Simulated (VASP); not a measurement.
# Nb5N (I4/m) in VASP: further runs

The runs below take Nb5N through relaxation of cell and atoms, single point, with PBE.

Program: VASP 6.6.1. These are calculated values, not measurements. Logs are shortened: lines on timing, memory, paths and dates and some standing lists are left out, and cuts for length are marked.

### Step 1. The cell of the first run

The structure is tetragonal, space group I4/m (No. 87). The conventional cell has a = 6.543 Å, b = 6.543 Å, c = 4.544 Å, α = 90.00°, β = 90.00°, γ = 90.00°. Within 3.2 Å of Nb (site symmetry 4/m) lie 2 N at 2.27 Å and 12 Nb at 2.85 to 3.11 Å. Nb (site symmetry m) has 1 N at 2.12 Å and 12 Nb at 2.85 to 3.11 Å within 3.2 Å. N (site symmetry 4/m) has 6 Nb at 2.12 to 2.27 Å within 2.8 Å.

### Step 2. Relaxation of cell and atoms, PBE

INCAR reads:

```
ALGO     = Normal         # electronic algorithm
EDIFF    = 1E-6           # SCF threshold, eV
EDIFFG   = -0.01          # ionic threshold
ENCUT    = 600            # plane-wave cutoff, eV
GGA      = PE             # functional
IBRION   = 2              # ionic algorithm
ISIF     = 3              # what is computed and relaxed
ISMEAR   = 0              # smearing method
LASPH    = True           # aspherical terms in the spheres
LCHARG   = False          # write CHGCAR
LREAL    = False          # projectors in reciprocal space
LWAVE    = False          # write WAVECAR
NELM     = 60             # most SCF steps
NSW      = 100            # ionic steps
PREC     = Accurate       # precision mode
SIGMA    = 0.1            # smearing width, eV
```

KPOINTS reads:

```
k-points
0
Gamma
  8 8 8
```

POSCAR reads:

```
Nb5N
1.0
   -3.2715242641      3.2715242641      2.2720812728
    3.2715242641     -3.2715242641      2.2720812728
    3.2715242641      3.2715242641     -2.2720812728
Nb N
5 1
Direct
    0.0000000000      0.0000000000      0.0000000000
    0.8036618996      0.6117941760      0.4154560757
    0.6117941760      0.1963381004      0.8081322764
    0.1963381004      0.3882058240      0.5845439243
    0.3882058240      0.8036618996      0.1918677236
    0.5000000000      0.5000000000      0.0000000000
```

Potentials or basis: VASP PAW PBE potentials, release 64 (Nb_sv, N).

Command:

```sh
$ cat potpaw_PBE.64/Nb_sv/POTCAR potpaw_PBE.64/N/POTCAR > POTCAR
$ mpirun -np 1 vasp_std > vasp.out
```

OUTCAR:

```text
EDIFF = 1E-6
   EDIFFG = -0.01
   ENCUT = 600
   GGA = PE
   IBRION = 2
   ISIF = 3
   ISMEAR = 0
   LASPH = True
   LREAL = False
   NELM = 60
   NSW = 100
   PREC = Accurate

 ion  position               nearest neighbor table
   1  0.000  0.000  0.000-   6 2.27   6 2.27   2 2.85   4 2.85   5 2.85   3 2.85
   2  0.804  0.612  0.415-   6 2.12   1 2.85   4 2.96   4 2.99   4 2.99   5 2.99   3 2.99
   3  0.612  0.196  0.808-   6 2.12   1 2.85   5 2.96   5 2.99   5 2.99   4 2.99   2 2.99
   4  0.196  0.388  0.585-   6 2.12   1 2.85   2 2.96   2 2.99   2 2.99   3 2.99   5 2.99
   5  0.388  0.804  0.192-   6 2.12   1 2.85   3 2.96   3 2.99   3 2.99   2 2.99   4 2.99
   6  0.500  0.500  0.000-   3 2.12   5 2.12   4 2.12   2 2.12   1 2.27   1 2.27

  LATTYP: Found a body centered tetragonal cell.
 ALAT       =     6.5430485282
 C/A-ratio  =     0.6945023449

  Lattice vectors:

 A1 = (  -3.2715242641,   3.2715242641,   2.2720812728)
 A2 = (   3.2715242641,  -3.2715242641,   2.2720812728)
 A3 = (   3.2715242641,   3.2715242641,  -2.2720812728)

Analysis of symmetry for initial positions (statically):
=====================================================================
 Subroutine PRICEL returns:
 Original cell was already a primitive cell.

 Routine SETGRP: Setting up the symmetry group for a
 body centered tetragonal supercell.

 Subroutine GETGRP returns: Found  8 space group operations
 (whereof  8 operations were pure point group operations)
 out of a pool of 16 trial point group operations.

The static configuration has the point symmetry C_4h.

Analysis of symmetry for dynamics (positions and initial velocities):
=====================================================================
 Subroutine PRICEL returns:
 Original cell was already a primitive cell.

 Routine SETGRP: Setting up the symmetry group for a
 body centered tetragonal supercell.

 Subroutine GETGRP returns: Found  8 space group operations
 (whereof  8 operations were pure point group operations)
 out of a pool of 16 trial point group operations.

The dynamic configuration has the point symmetry C_4h.

 Subroutine INISYM returns: Found  8 space group operations
 (whereof  8 operations are pure point group operations),
 and found     1 'primitive' translations

----------------------------------------------------------------------------------------

                                     Primitive cell

  volume of cell :      97.2712

  direct lattice vectors                    reciprocal lattice vectors
    -3.271524264  3.271524264  2.272081273     0.000000000  0.152833957  0.220062551
[... 100 lines left out ...]
   ISIF   =      3    stress and relaxation
   ISYM   =      2    0-nonsym 1-usesym 2-fastsym
   POTIM  = 0.5000    time-step for ionic-motion
   TEBEG  =    0.0;   TEEND  =   0.0 temperature during run
   PSTRESS=    0.0 pullay stress
   NELECT =      70.0000    total number of electrons
   NUPDOWN=      -1.0000    fix difference up-down
   EMIN   =  10.00;   EMAX   =-10.00  energy-range for DOS
   EFERMI =   0.00;   METHOD = LEGACY
   ISMEAR =     0;   SIGMA  =   0.10  broadening in eV -4-tet -1-fermi 0-gaus
   EFERMI_NEDOS =   21; number of points for ismear=-14 and -15
   IALGO  =     38    algorithm
   IMIX   =      4    mixing-type and parameters
     AMIX     =   0.40;   BMIX     =  1.00
     AMIX_MAG =   1.60;   BMIX_MAG =  1.00
  volume/ion in A,a.u.               =      16.21       109.40
  Fermi-wavevector in a.u.,A,eV,Ry     =   1.467054  2.772330 29.283108  2.152248
  Thomas-Fermi vector in A             =   2.582718
   LORBIT       =      0    0 simple, 1 ext, 2 COOP (PROOUT), +10 PAW based schemes
   GGA     = PE    functional components
   LHFCALC =     F    Hartree Fock is set to
   AEXX    =    0.0000 exact exchange contribution
   IVDW    =     0    specifies the selected vdW correction
   LEPSILON=     F    determine dielectric tensor
   LRPA    =     F    only Hartree local field effects (RPA)
 conjugate gradient relaxation of ions
 non-spin polarized calculation
 Gauss-broadening in eV      SIGMA  =   0.10
  energy-cutoff  :      600.00
  volume of cell :       97.27
 maximum number of plane-waves:      3269
 NGX is ok and might be reduce to    42
   NGX = 21   NGY = 21   NGZ = 21

--------------------------------------- Ionic step        1  -------------------------------------------

 number of electron      70.0000001 magnetization

 Free energy of the ion-electron system (eV)
  ---------------------------------------------------
  ext. energy  EPLUGINS =         0.00000000
  ---------------------------------------------------
  free energy    TOTEN  =       -61.28491514 eV

  energy without entropy =      -61.25311309  energy(sigma->0) =      -61.26901411

------------------------ aborting loop because EDIFF is reached ----------------------------------------

  FORCE on cell =-STRESS in cart. coord.  units (eV):
  Direction    XX          YY          ZZ          XY          YZ          ZX
  --------------------------------------------------------------------------------------
  -------------------------------------------------------------------------------------
  Total        0.0310351      0.0310351      0.0782889      0.0000000      0.0000000     -0.0000000
  in kB        0.5111860      0.5111860      1.2895164      0.0000008      0.0000000     -0.0000000
  external PRESSURE =       0.7706295 kB  Pullay stress =       0.0000000 kB
[... 187 lines left out ...]
--------------------------------------- Ionic step        6  -------------------------------------------

 number of electron      70.0000000 magnetization

 Free energy of the ion-electron system (eV)
  ---------------------------------------------------
  ext. energy  EPLUGINS =         0.00000000
  ---------------------------------------------------
  free energy    TOTEN  =       -61.28590488 eV

  energy without entropy =      -61.25398382  energy(sigma->0) =      -61.26994435

 E-fermi :  11.1982     XC(G=0): -12.4793

 val. band max:       11.1954785702   @ k =   0.1250   0.1250   0.0000
 cond. band min:      11.1991983338   @ k =   0.3750   0.1250   0.0000
 fundamental gap:      0.0037197636
 Fermi energy:        11.1981667490

 k-point     1 :       0.0000    0.0000    0.0000
  band No.  band energies     occupation
      1     -43.6764      2.00000
      2     -43.4878      2.00000
      3     -43.4655      2.00000
      4     -43.4655      2.00000
      5     -43.3797      2.00000
      6     -20.0727      2.00000
[... 1069 lines left out ...]
     41      13.3363      0.00000
     42      13.6045      0.00000

 [... further k-points ...]
[... 5 lines left out ...]
  --------------------------------------------------------------------------------------
  -------------------------------------------------------------------------------------
  Total        0.0068181      0.0068181      0.0478259      0.0000000      0.0000000     -0.0000000
  in kB        0.1123598      0.1123598      0.7881513      0.0000005      0.0000000     -0.0000000
  external PRESSURE =       0.3376236 kB  Pullay stress =       0.0000000 kB
[... 21 lines left out ...]
  FREE ENERGIE OF THE ION-ELECTRON SYSTEM (eV)
  ---------------------------------------------------
  free  energy   TOTEN  =       -61.2859048842 eV

  energy  without entropy=      -61.2539838222  energy(sigma->0) =      -61.26994435

 reached required accuracy - stopping structural energy minimisation
```

OSZICAR:

```text
N       E                     dE             d eps       ncg     rms          rms(c)
DAV:   1     0.106219204519E+04    0.10622E+04   -0.41609E+04  6552   0.196E+03
DAV:   2     0.311848233578E+02   -0.10310E+04   -0.10143E+04  7316   0.788E+02
DAV:   3    -0.593900872246E+02   -0.90575E+02   -0.88325E+02 11392   0.172E+02
[... 52 lines left out ...]
DAV:   1    -0.612860583488E+02   -0.24076E-03   -0.31485E-02  6596   0.135E+00    0.104E-01
DAV:   2    -0.612859853195E+02    0.73029E-04   -0.22915E-03  7482   0.361E-01    0.557E-02
DAV:   3    -0.612859073848E+02    0.77935E-04   -0.27180E-04 10368   0.129E-01    0.171E-02
DAV:   4    -0.612859054625E+02    0.19222E-05   -0.27865E-05 10470   0.358E-02    0.820E-03
DAV:   5    -0.612859048842E+02    0.57831E-06   -0.49687E-06  6872   0.181E-02
   6 F= -.61285905E+02 E0= -.61269944E+02  d E =-.881444E-04
```

Run time: 15 min. Hardware: 1 thread of Intel Xeon 6975P-C (Granite Rapids), shared host; peak memory 0.48 GiB.

Results:

| Quantity | Value |
| --- | --- |
| Free energy | -61.2859 eV |
| Relaxed volume | 16.20 Å³/atom |
| Relaxed cell | a = 5.152 Å, b = 5.152 Å, c = 5.152 Å, α = 101.24°, β = 101.24°, γ = 127.60° |
| Space group after relaxing (to 0.1 Å) | I4/m (No. 87) |
| Energy gained by relaxing | 0.2 meV/atom |
| Ionic steps | 6 |
| Pressure after relaxing | 0.0 GPa |
| Largest force after relaxing | 0.010 eV/Å |
| Band gap on the k mesh | zero (bands 35 and 36 overlap by 0.59 eV) |

Forces on the atoms (eV/Å):
```
Nb   0.000  0.000  0.000
Nb  -0.009 -0.003  0.000
Nb   0.003 -0.009  0.000
Nb   0.009  0.003  0.000
Nb  -0.003  0.009  0.000
N    0.000  0.000  0.000
```

The path:
```tsv
step	energy change (eV)	largest force (eV/Å)	pressure (GPa)	volume (Å³)
1	0.0000	0.0887	0.08	97.27
2	-0.0007	0.0216	-0.30	97.38
3	-0.0007	0.0202	-0.26	97.37
4	-0.0007	0.0205	0.33	97.05
5	-0.0009	0.0167	0.06	97.20
6	-0.0010	0.0100	0.03	97.22
```

Final structure:
```
CELL_PARAMETERS angstrom
-3.26888 3.26888 2.27460
3.26888 -3.26888 2.27460
3.26888 3.26888 -2.27460
ATOMIC_POSITIONS crystal
Nb 0.00000 0.00000 0.00000
Nb 0.80446 0.61153 0.41599
Nb 0.61153 0.19554 0.80707
Nb 0.19554 0.38847 0.58401
Nb 0.38847 0.80446 0.19293
N 0.50000 0.50000 0.00000
```

Levels at points of the mesh, in eV from the Fermi level:
| k point | band 31 | band 32 | band 33 | band 34 | band 35 | band 36 | band 37 | band 38 | band 39 | band 40 |
| --- | --- | --- | --- | --- | --- | --- | --- | --- | --- | --- |
| (0.00, 0.00, 0.00) | -1.87 | -0.76 | -0.76 | -0.53 | 0.37 | 0.37 | 0.57 | 0.65 | 0.65 | 1.35 |
| (0.50, 0.00, 0.00) | -1.42 | -1.10 | -1.02 | -0.78 | -0.63 | 0.01 | 0.37 | 0.94 | 1.32 | 1.59 |
| (0.50, 0.50, 0.00) | -1.54 | -1.11 | -0.86 | -0.81 | -0.26 | 0.71 | 0.76 | 1.42 | 1.68 | 2.18 |
| (0.50, 0.50, 0.50) | -2.48 | -1.92 | -1.39 | -0.28 | -0.08 | 1.66 | 1.66 | 1.95 | 2.03 | 2.22 |

### Step 3. Single point, PBE

INCAR reads:

```
SYSTEM = Nb5N
ALGO = Normal
EDIFF = 1E-7
ENCUT = 520
GGA = PE
ISIF = 2
ISMEAR = 0
LASPH = .True.
LCHARG = .True.
LELF = .True.
LREAL = .False.
LVHAR = .True.
LWAVE = .False.
NBANDS = 44
NELM = 100
PREC = Accurate
SIGMA = 0.2
```

KPOINTS reads:

```
k-points
0
Gamma
  5 5 5
  0 0 0
```

POSCAR reads:

```
Nb5N
1.0
   -3.2715242641      3.2715242641      2.2720812728
    3.2715242641     -3.2715242641      2.2720812728
    3.2715242641      3.2715242641     -2.2720812728
Nb N
5 1
Direct
    0.0000000000      0.0000000000      0.0000000000
    0.1963381004      0.6117941760      0.8081322764
    0.3882058240      0.1963381004      0.5845439243
    0.8036618996      0.3882058240      0.1918677236
    0.6117941760      0.8036618996      0.4154560757
    0.5000000000      0.5000000000      0.0000000000
```

Potentials or basis: VASP PAW PBE potentials, release 64 (Nb_sv, N).

Command:

```sh
$ cat potpaw_PBE.64/Nb_sv/POTCAR potpaw_PBE.64/N/POTCAR > POTCAR
$ mpirun -np 1 vasp_std > vasp.out
```

Wall time 72 s (1 thread of Intel Xeon 6975P-C (Granite Rapids), shared host); peak memory 0.27 GiB.

Results (log left out):

```yaml
Free_energy: -61.3432 eV
Pressure: 0.0 GPa
Largest_force: 0.063 eV/Å
Band_gap_on_the_k_mesh: zero (bands 35 and 36 overlap by 0.55 eV)
```

Forces in eV/Å, atoms in the order of the input:
```
Nb   0.000  0.000  0.000
Nb   0.016 -0.061  0.000
Nb  -0.061 -0.016  0.000
Nb  -0.016  0.061  0.000
Nb   0.061  0.016  0.000
N    0.000  0.000  0.000
```

Stress tensor (GPa, compression positive):
```
 0.16  0.00  0.00
 0.00  0.16  0.00
 0.00  0.00 -0.21
```

Levels at points of the mesh, in eV from the Fermi level:
```
           k point  band 32  band 33  band 34  band 35  band 36  band 37  band 38  band 39
(0.00, 0.00, 0.00)    -0.76    -0.76    -0.54     0.36     0.36     0.58     0.63     0.63
```

### Step 4. Relaxation of cell and atoms, PBE

This run uses another cell than the first one, of 15.06 Å³/atom.

INCAR reads:

```
SYSTEM = Nb5N
PREC = Accurate
ENCUT = 600
EDIFF = 1E-6
ISMEAR = 0
SIGMA = 0.2
LREAL = .FALSE.
LASPH = .TRUE.
NELM = 80
ALGO = Normal
ISIF = 3
LWAVE = .FALSE.
LCHARG = .FALSE.
GGA = PE
IBRION = 2
NSW = 36
EDIFFG = -0.08
```

KPOINTS reads:

```
regular mesh
0
G
  5 5 5
  0 0 0
```

POSCAR reads:

```
Nb5N
1.0
   -3.3000000000      3.3000000000      2.0750000000
    3.3000000000     -3.3000000000      2.0750000000
    3.3000000000      3.3000000000     -2.0750000000
Nb N
5 1
Direct
    0.0000000000      0.0000000000      0.0000000000
    0.2000000000      0.6000000000      0.8000000000
    0.4000000000      0.2000000000      0.6000000000
    0.8000000000      0.4000000000      0.2000000000
    0.6000000000      0.8000000000      0.4000000000
    0.5000000000      0.5000000000      0.0000000000
```

Command:

```sh
$ cat potpaw_PBE.64/Nb_sv/POTCAR potpaw_PBE.64/N/POTCAR > POTCAR
$ mpirun -np 1 vasp_std > vasp.out
```

Run time: 14 min. Hardware: 1 thread of Intel Xeon 6975P-C (Granite Rapids), shared host; peak memory 0.32 GiB.

It converged, with:

```yaml
Free_energy: -61.3389 eV
Relaxed_volume: 16.17 Å³/atom
Relaxed_cell: a = 5.148 Å, b = 5.148 Å, c = 5.148 Å, α = 101.25°, β = 101.25°, γ = 127.57°
Space_group_after_relaxing_to_0.1_Å: I4/m (No. 87)
Energy_gained_by_relaxing: 105.2 meV/atom
Ionic_steps: 17
Pressure_after_relaxing: 0.4 GPa
Largest_force_after_relaxing: 0.027 eV/Å
Band_gap_on_the_k_mesh: zero (bands 35 and 36 overlap by 0.56 eV)
```

Forces on the atoms (eV/Å):
```
Nb   0.000  0.000  0.000
Nb  -0.015  0.022  0.000
Nb   0.022  0.015  0.000
Nb   0.015 -0.022  0.000
Nb  -0.022 -0.015  0.000
N    0.000  0.000  0.000
```

Stress tensor (GPa, compression positive):
```
0.57 0.00 0.00
0.00 0.57 0.00
0.00 0.00 0.05
```

Step by step:
```
step  energy change (eV)  largest force (eV/Å)  pressure (GPa)  volume (Å³)
   1              0.0000                0.9976           20.01        90.39
   2              1.3670                0.8953          -25.64       117.30
   3             -0.4843                0.2391           -1.28        98.66
   4             -0.4862                0.2502           -0.32        98.19
   5             -0.4861                0.2550            0.01        98.03
   6             -0.5017                0.2128            0.02        97.91
   7             -0.5481                0.1317            0.17        97.55
   8             -0.5921                0.3464            1.13        96.75
   9             -0.5936                0.2538            0.81        96.94
  10             -0.6051                0.2480            0.10        97.22
  11             -0.6101                0.2717           -0.77        97.58
  12             -0.6169                0.2429           -0.06        97.22
  13             -0.6206                0.1989            1.08        96.66
  14             -0.6261                0.1385            0.32        97.01
  15             -0.6276                0.1204           -0.31        97.30
  16             -0.6297                0.0811           -0.04        97.18
  17             -0.6311                0.0267            0.39        97.00
```

Final structure:
```
Nb N
1.0
    -3.26571    3.26571    2.27386
     3.26571   -3.26571    2.27386
     3.26571    3.26571   -2.27386
Nb N
5 1
Direct
  0.00000 0.00000 0.00000
  0.19563 0.61231 0.80794
  0.38769 0.19563 0.58332
  0.80437 0.38769 0.19207
  0.61231 0.80437 0.41668
  0.50000 0.50000 0.00000
```

Levels at points of the mesh, in eV from the Fermi level:
```
           k point  band 33  band 34  band 35  band 36  band 37  band 38
(0.00, 0.00, 0.00)    -0.77    -0.52     0.38     0.38     0.57     0.66
```

### Step 5. The runs side by side

| task | cell | k mesh | cutoff (eV) | smearing | gap on the mesh (eV) | pressure (GPa) | relaxed volume (Å³/atom) | largest force (eV/Å) |
| --- | --- | --- | --- | --- | --- | --- | --- | --- |
| relaxation of cell and atoms | relaxed from a = 5.154 Å, angles 101.2, 101.2, 127.7°, 6 atoms, atomic positions A | 8 × 8 × 8 | 600 | gaussian 0.1 eV | none | 0.0 | 16.20 | 0.01 |
| single point | a = 5.154 Å, angles 101.2, 101.2, 127.7°, 6 atoms, atomic positions B | 5 × 5 × 5 | 520 | gaussian 0.2 eV | none | 0.0 | - | 0.06 |
| relaxation of cell and atoms | relaxed from a = 5.107 Å, angles 99.5, 99.5, 132.1°, 6 atoms, atomic positions C | 5 × 5 × 5 | 600 | gaussian 0.2 eV | none | 0.4 | 16.17 | 0.03 |

Alike in all rows: level PBE; potentials or basis VASP PAW PBE potentials, release 64 (Nb_sv, N); no spin polarisation.

Absolute energies hang on the potentials; compare differences alone.
